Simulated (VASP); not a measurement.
A run of VASP 6.6.1:

Contents of INCAR:

```
PREC = Accurate
ENCUT = 520
EDIFF = 1E-6
ISMEAR = -1
SIGMA = 0.05
LREAL = F
LASPH = T
NELM = 60
ALGO = Normal
ISIF = 2
LWAVE = F
LCHARG = F
NBANDS = 16
```

The input KPOINTS:

```
regular mesh
0
Gamma
  12 12 6
```

POSCAR

```
BN
1.0
    2.5194226731      0.0000000000      0.0000000000
   -1.2597113366      2.1818840378      0.0000000000
    0.0000000000      0.0000000000      4.1697283350
N B
2 2
Direct
    0.3333333333      0.6666666667      0.1252760000
    0.6666666667      0.3333333333      0.6252760000
    0.3333333333      0.6666666667      0.4997240000
    0.6666666667      0.3333333333      0.9997240000
```

Potentials or basis: VASP PAW LDA potentials, release 64 (N, B).

Launch:

```console
$ cat potpaw_LDA.64/N/POTCAR potpaw_LDA.64/B/POTCAR > POTCAR
$ mpirun -np 1 vasp_std > vasp.out
```

Hardware: 1 thread of Intel(R) Xeon(R) 6975P-C (Granite Rapids), on a shared host.

**Question.** How long does it take, and how much memory?

**Answer.** Wall time 9.7 s on 1 thread of Intel(R) Xeon(R) 6975P-C (Granite Rapids), with other jobs on the host, peak memory 0.13 GiB. Counts: scf iterations 12, k points 76.
